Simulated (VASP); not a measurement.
# K (Im-3m) in VASP: notebook

K is run at these levels: LDA; tasks: single point, relaxation of volume and atoms at fixed shape.

Everything below comes from runs of VASP 6.6.1. Logs are shortened: lines on timing, memory, paths and dates and some standing lists are left out, and cuts for length are marked.

### 1 The cell of the first run

The structure is cubic, space group Im-3m (No. 229). The conventional cell has a = 5.060 Å, b = 5.060 Å, c = 5.060 Å, α = 90.00°, β = 90.00°, γ = 90.00°. Within 5.7 Å of K (site symmetry m-3m) lie 14 K at 4.38 to 5.06 Å.

### 2 Single point, LDA

Contents of INCAR:

```
PREC = Accurate
ENCUT = 520
EDIFF = 1E-7
ISMEAR = 1
SIGMA = 0.1
LREAL = F
LASPH = T
NELM = 60
ALGO = Normal
ISIF = 2
LWAVE = F
LCHARG = F
GGA = CA
NBANDS = 10
```

Contents of KPOINTS:

```
Automatic mesh
0
Gamma
  6 6 6
```

Contents of POSCAR:

```
K
1.0
   -2.5300710874      2.5300710874      2.5300710874
    2.5300710874     -2.5300710874      2.5300710874
    2.5300710874      2.5300710874     -2.5300710874
K
1
Direct
    0.0000000000      0.0000000000      0.0000000000
```

Potentials or basis: VASP PAW LDA potentials, release 64 (K_sv).

The run is started by

```sh
cat potpaw_LDA.64/K_sv/POTCAR > POTCAR
mpirun -np 1 vasp_std > vasp.out
```

OUTCAR:

```text
PREC = Accurate
   ENCUT = 520
   EDIFF = 1E-7
   ISMEAR = 1
   LREAL = F
   LASPH = T
   NELM = 60
   ISIF = 2
   GGA = CA

 ion  position               nearest neighbor table
   1  0.000  0.000  0.000-

  LATTYP: Found a body centered cubic cell.
 ALAT       =     5.0601421748

  Lattice vectors:

 A1 = (  -2.5300710874,   2.5300710874,   2.5300710874)
 A2 = (   2.5300710874,  -2.5300710874,   2.5300710874)
 A3 = (   2.5300710874,   2.5300710874,  -2.5300710874)

Analysis of symmetry for initial positions (statically):
=====================================================================
 Subroutine PRICEL returns:
 Original cell was already a primitive cell.

 Routine SETGRP: Setting up the symmetry group for a
 body centered cubic supercell.

 Subroutine GETGRP returns: Found 48 space group operations
 (whereof 48 operations were pure point group operations)
 out of a pool of 48 trial point group operations.

The static configuration has the point symmetry O_h .

Analysis of symmetry for dynamics (positions and initial velocities):
=====================================================================
 Subroutine PRICEL returns:
 Original cell was already a primitive cell.

 Routine SETGRP: Setting up the symmetry group for a
 body centered cubic supercell.

 Subroutine GETGRP returns: Found 48 space group operations
 (whereof 48 operations were pure point group operations)
 out of a pool of 48 trial point group operations.

The dynamic configuration has the point symmetry O_h .

 Subroutine INISYM returns: Found 48 space group operations
 (whereof 48 operations are pure point group operations),
 and found     1 'primitive' translations

----------------------------------------------------------------------------------------

                                     Primitive cell

  volume of cell :      64.7826

  direct lattice vectors                    reciprocal lattice vectors
    -2.530071087  2.530071087  2.530071087     0.000000000  0.197622906  0.197622906
     2.530071087 -2.530071087  2.530071087     0.197622906  0.000000000  0.197622906
     2.530071087  2.530071087 -2.530071087     0.197622906  0.197622906  0.000000000

  length of vectors
     4.382211670  4.382211670  4.382211670     0.279480994  0.279480994  0.279480994

  position of ions in fractional coordinates (direct lattice)
     0.000000000  0.000000000  0.000000000

  ion indices of the primitive-cell ions
   primitive index   ion index
                 1           1

----------------------------------------------------------------------------------------

 KPOINTS: Automatic mesh

Automatic generation of k-mesh.
 Grid dimensions read from file:
 generate k-points for:    6    6    6

 Generating k-lattice:

  Cartesian coordinates                     Fractional coordinates (reciprocal lattice)
     0.000000000  0.032937151  0.032937151     0.166666667  0.000000000  0.000000000
     0.032937151  0.000000000  0.032937151     0.000000000  0.166666667  0.000000000
     0.032937151  0.032937151  0.000000000     0.000000000  0.000000000  0.166666667

  Length of vectors
     0.046580166  0.046580166  0.046580166

  Shift w.r.t. Gamma in fractional coordinates (k-lattice)
     0.000000000  0.000000000  0.000000000

 Subroutine IBZKPT returns following result:
 ===========================================

 Found     16 irreducible k-points:

 Following reciprocal coordinates:
            Coordinates               Weight
  0.000000  0.000000  0.000000      1.000000
  0.166667  0.000000  0.000000     12.000000
  0.333333  0.000000  0.000000     12.000000
  0.500000  0.000000  0.000000      6.000000
  0.166667  0.166667  0.000000     24.000000
  0.333333  0.166667  0.000000     48.000000
[... 8 lines left out ...]
  0.500000  0.500000  0.333333     12.000000
  0.500000  0.500000  0.500000      1.000000
   k-points           NKPTS =     16   k-points in BZ     NKDIM =     16   number of bands    NBANDS=     10
   number of dos      NEDOS =    301   number of ions     NIONS =      1
   total plane-waves  NPLWV =  46656
   dimension x,y,z NGX =    36 NGY =   36 NGZ =   36
   dimension x,y,z NGXF=    72 NGYF=   72 NGZF=   72
   ions per type =               1
   NGX,Y,Z   is equivalent  to a cutoff of  13.66, 13.66, 13.66 a.u.
   NGXF,Y,Z  is equivalent  to a cutoff of  27.31, 27.31, 27.31 a.u.
 SYSTEM =  unknown system
   PREC   = accura    normal or accurate (medium, high low for compatibility)
   ISTART =      0    job   : 0-new  1-cont  2-samecut
   ICHARG =      2    charge: 1-file 2-atom 10-const
   ISPIN  =      1    spin polarized calculation?
   LNONCOLLINEAR =      F non collinear calculations
   LSORBIT =      F    spin-orbit coupling
   LASPH  =      T    aspherical Exc in radial PAW
   ENCUT  =  520.0 eV  38.22 Ry    6.18 a.u.   8.15  8.15  8.15*2*pi/ulx,y,z
   NELM   =     60;   NELMIN=  2; NELMDL= -5     # of ELM steps
   EDIFF  = 0.1E-06   stopping-criterion for ELM
   LREAL  =      F    real-space projection
   EDIFFG = 0.1E-05   stopping-criterion for IOM
   NSW    =      0    number of steps for IOM
   IBRION =     -1    ionic relax: 0-MD 1-quasi-New 2-CG
   NFREE  =      0    steps in history (QN), initial steepest desc. (CG)
   ISIF   =      2    stress and relaxation
   ISYM   =      2    0-nonsym 1-usesym 2-fastsym
   POTIM  = 0.5000    time-step for ionic-motion
   TEBEG  =    0.0;   TEEND  =   0.0 temperature during run
   PSTRESS=    0.0 pullay stress
   NELECT =       9.0000    total number of electrons
   NUPDOWN=      -1.0000    fix difference up-down
   EMIN   =  10.00;   EMAX   =-10.00  energy-range for DOS
   EFERMI =   0.00;   METHOD = LEGACY
   ISMEAR =     1;   SIGMA  =   0.10  broadening in eV -4-tet -1-fermi 0-gaus
   EFERMI_NEDOS =   21; number of points for ismear=-14 and -15
   IALGO  =     38    algorithm
   IMIX   =      4    mixing-type and parameters
     AMIX     =   0.40;   BMIX     =  1.00
     AMIX_MAG =   1.60;   BMIX_MAG =  1.00
  volume/ion in A,a.u.               =      64.78       437.17
  Fermi-wavevector in a.u.,A,eV,Ry     =   0.847884  1.602268  9.781320  0.718907
  Thomas-Fermi vector in A             =   1.963460
   LORBIT       =      0    0 simple, 1 ext, 2 COOP (PROOUT), +10 PAW based schemes
   GGA     = CA    functional components
   LHFCALC =     F    Hartree Fock is set to
   AEXX    =    0.0000 exact exchange contribution
   IVDW    =     0    specifies the selected vdW correction
   LEPSILON=     F    determine dielectric tensor
   LRPA    =     F    only Hartree local field effects (RPA)
 non-spin polarized calculation
 Methfessel and Paxton  Order N= 1 SIGMA  =   0.10
  energy-cutoff  :      520.00
  volume of cell :       64.78
 maximum number of plane-waves:      1766
 NGX is ok and might be reduce to    36
   NGX = 17   NGY = 17   NGZ = 17

 number of electron       9.0000001 magnetization

 Free energy of the ion-electron system (eV)
  ---------------------------------------------------
  ext. energy  EPLUGINS =         0.00000000
  ---------------------------------------------------
  free energy    TOTEN  =        -1.14245286 eV

  energy without entropy =       -1.13629690  energy(sigma->0) =       -1.14040087

 E-fermi :   0.0039     XC(G=0):  -6.2059

 val. band max:       -0.2768872792   @ k =   0.1667   0.1667   0.1667
 cond. band min:       0.0113267817   @ k =   0.3333   0.1667   0.0000
 fundamental gap:      0.2882140609
 Fermi energy:         0.0039176058

 k-point     1 :       0.0000    0.0000    0.0000
  band No.  band energies     occupation
      1     -31.7679      2.00000
      2     -15.4359      2.00000
      3     -15.4359      2.00000
      4     -15.4359      2.00000
      5      -2.3743      2.00000
      6       4.2504      0.00000
      7       4.2504      0.00000
      8       4.2504      0.00000
      9       5.2738      0.00000
     10       5.2738      0.00000

 k-point     2 :       0.1667    0.0000    0.0000
  band No.  band energies     occupation
      1     -31.7659      2.00000
      2     -15.4640      2.00000
      3     -15.4450      2.00000
      4     -15.4360      2.00000
      5      -1.9933      2.00000
      6       3.6618      0.00000
      7       3.8679      0.00000
      8       4.5722      0.00000
      9       5.0088      0.00000
     10       5.2338      0.00000

 k-point     3 :       0.3333    0.0000    0.0000
  band No.  band energies     occupation
      1     -31.7619      2.00000
      2     -15.5190      2.00000
      3     -15.4632      2.00000
      4     -15.4360      2.00000
      5      -0.9365      2.00000
      6       2.1861      0.00000
      7       3.3094      0.00000
      8       5.1231      0.00000
      9       5.3879      0.00000
     10       5.4973      0.00000

 k-point     4 :       0.5000    0.0000    0.0000
  band No.  band energies     occupation
      1     -31.7598      2.00000
      2     -15.5459      2.00000
      3     -15.4722      2.00000
      4     -15.4361      2.00000
      5       0.3698     -0.00000
      6       0.7834     -0.00000
      7       3.0868      0.00000
      8       4.9733      0.00000
      9       5.8006      0.00000
     10       6.4049      0.00000

 k-point     5 :       0.1667    0.1667    0.0000
  band No.  band energies     occupation
      1     -31.7629      2.00000
      2     -15.5012      2.00000
      3     -15.4565      2.00000
      4     -15.4423      2.00000
      5      -1.2714      2.00000
      6       2.8308      0.00000
      7       3.2083      0.00000
      8       4.8862      0.00000
      9       5.0646      0.00000
     10       5.6071      0.00000

 k-point     6 :       0.3333    0.1667    0.0000
  band No.  band energies     occupation
      1     -31.7599      2.00000
      2     -15.5319      2.00000
      3     -15.4779      2.00000
      4     -15.4446      2.00000
      5       0.0113      0.87498
      6       1.5395     -0.00000
      7       2.7131      0.00000
      8       4.8181      0.00000
      9       5.4875      0.00000
     10       5.8989      0.00000

 k-point     7 :       0.3333    0.3333    0.0000
  band No.  band energies     occupation
      1     -31.7588      2.00000
      2     -15.5115      2.00000
      3     -15.5115      2.00000
      4     -15.4497      2.00000
      5       1.2449     -0.00000
      6       1.2449     -0.00000
      7       1.6037     -0.00000
      8       4.8031      0.00000
      9       5.4411      0.00000
     10       5.4411      0.00000

 k-point     8 :       0.1667    0.1667    0.1667
  band No.  band energies     occupation
      1     -31.7606      2.00000
      2     -15.5225      2.00000
      3     -15.4605      2.00000
      4     -15.4605      2.00000
      5      -0.2769      2.00052
      6       2.2624      0.00000
      7       2.2624      0.00000
      8       4.7177      0.00000
      9       5.6483      0.00000
     10       5.6483      0.00000

 k-point     9 :       0.3333    0.1667    0.1667
  band No.  band energies     occupation
      1     -31.7595      2.00000
      2     -15.5174      2.00000
      3     -15.4853      2.00000
      4     -15.4625      2.00000
      5       1.0848     -0.00000
      6       1.0920     -0.00000
      7       2.0781      0.00000
      8       3.9725      0.00000
      9       5.7646      0.00000
     10       5.8632      0.00000

 k-point    10 :      -0.1667    0.1667    0.1667
  band No.  band energies     occupation
      1     -31.7640      2.00000
      2     -15.4693      2.00000
      3     -15.4545      2.00000
      4     -15.4545      2.00000
      5      -1.6247      2.00000
      6       3.7661      0.00000
      7       3.7797      0.00000
      8       3.7797      0.00000
      9       4.6849      0.00000
     10       5.7424      0.00000

 k-point    11 :      -0.3333    0.3333    0.1667
  band No.  band energies     occupation
      1     -31.7602      2.00000
      2     -15.5139      2.00000
      3     -15.4734      2.00000
      4     -15.4569      2.00000
      5      -0.6026      2.00000
      6       2.3134      0.00000
      7       3.4227      0.00000
      8       3.9550      0.00000
      9       5.4001      0.00000
     10       5.4776      0.00000

 k-point    12 :       0.5000    0.5000    0.1667
  band No.  band energies     occupation
      1     -31.7583      2.00000
      2     -15.5380      2.00000
      3     -15.4827      2.00000
      4     -15.4559      2.00000
      5       0.7472     -0.00000
      6       0.9139     -0.00000
      7       3.2490      0.00000
      8       3.8053      0.00000
      9       5.4027      0.00000
     10       6.6818      0.00000

 k-point    13 :      -0.3333    0.5000    0.1667
  band No.  band energies     occupation
      1     -31.7575      2.00000
      2     -15.5243      2.00000
      3     -15.4996      2.00000
      4     -15.4640      2.00000
      5       0.5720     -0.00000
      6       1.7019     -0.00000
      7       2.4916      0.00000
      8       4.3447      0.00000
      9       4.8376      0.00000
     10       6.0172      0.00000

 k-point    14 :      -0.3333    0.3333    0.3333
  band No.  band energies     occupation
      1     -31.7569      2.00000
      2     -15.5082      2.00000
      3     -15.4936      2.00000
      4     -15.4936      2.00000
      5       0.2854     -0.00051
      6       2.1501      0.00000
      7       3.5721      0.00000
      8       3.5721      0.00000
      9       4.1926      0.00000
     10       5.7612      0.00000

 k-point    15 :       0.5000    0.5000    0.3333
  band No.  band energies     occupation
      1     -31.7552      2.00000
      2     -15.5221      2.00000
      3     -15.5037      2.00000
      4     -15.4949      2.00000
      5       1.2791     -0.00000
      6       1.4806     -0.00000
      7       3.1511      0.00000
      8       3.5981      0.00000
      9       4.4059      0.00000
     10       6.5085      0.00000

 k-point    16 :       0.5000    0.5000    0.5000
  band No.  band energies     occupation
      1     -31.7536      2.00000
      2     -15.5141      2.00000
      3     -15.5141      2.00000
      4     -15.5141      2.00000
      5       1.5730     -0.00000
      6       1.5730     -0.00000
      7       3.7876      0.00000
      8       3.7876      0.00000
      9       3.7876      0.00000
     10       6.2531      0.00000

------------------------ aborting loop because EDIFF is reached ----------------------------------------

  FORCE on cell =-STRESS in cart. coord.  units (eV):
  Direction    XX          YY          ZZ          XY          YZ          ZX
  --------------------------------------------------------------------------------------
  -------------------------------------------------------------------------------------
  Total       -0.0106656     -0.0106656     -0.0106656     -0.0000000      0.0000000     -0.0000000
  in kB       -0.2637768     -0.2637768     -0.2637768     -0.0000000      0.0000000     -0.0000000
  external PRESSURE =      -0.2637768 kB  Pullay stress =       0.0000000 kB

 VOLUME and BASIS-vectors are now :
 -----------------------------------------------------------------------------
  energy-cutoff  :      520.00
  volume of cell :       64.78
      direct lattice vectors                 reciprocal lattice vectors
    -2.530071087  2.530071087  2.530071087     0.000000000  0.197622906  0.197622906
     2.530071087 -2.530071087  2.530071087     0.197622906  0.000000000  0.197622906
     2.530071087  2.530071087 -2.530071087     0.197622906  0.197622906  0.000000000

 POSITION                                       TOTAL-FORCE (eV/Angst)
 -----------------------------------------------------------------------------------
      0.00000      0.00000      0.00000         0.000000     -0.000000      0.000000
 -----------------------------------------------------------------------------------
    total drift:                               -0.000000      0.000000      0.000000

  FREE ENERGIE OF THE ION-ELECTRON SYSTEM (eV)
  ---------------------------------------------------
  free  energy   TOTEN  =        -1.1424528581 eV

  energy  without entropy=       -1.1362969008  energy(sigma->0) =       -1.14040087
```

It took 7.1 s on 1 thread of Intel Xeon Platinum 8259CL at 2.50GHz (Skylake/Cascade Lake), shared host; peak memory 0.17 GiB.

What came out:

| Quantity | Value |
| --- | --- |
| Free energy | -1.1425 eV |
| Pressure | 0.0 GPa |

Levels at points of the mesh, in eV from the Fermi level:
| k point | band 2 | band 3 | band 4 | band 5 | band 6 | band 7 |
| --- | --- | --- | --- | --- | --- | --- |
| (0.00, 0.00, 0.00) | -15.44 | -15.44 | -15.44 | -2.38 | 4.25 | 4.25 |
| (0.50, 0.00, 0.00) | -15.55 | -15.48 | -15.44 | 0.37 | 0.78 | 3.08 |
| (0.50, 0.50, 0.50) | -15.52 | -15.52 | -15.52 | 1.57 | 1.57 | 3.78 |

(Continued in part 2 of 2.)
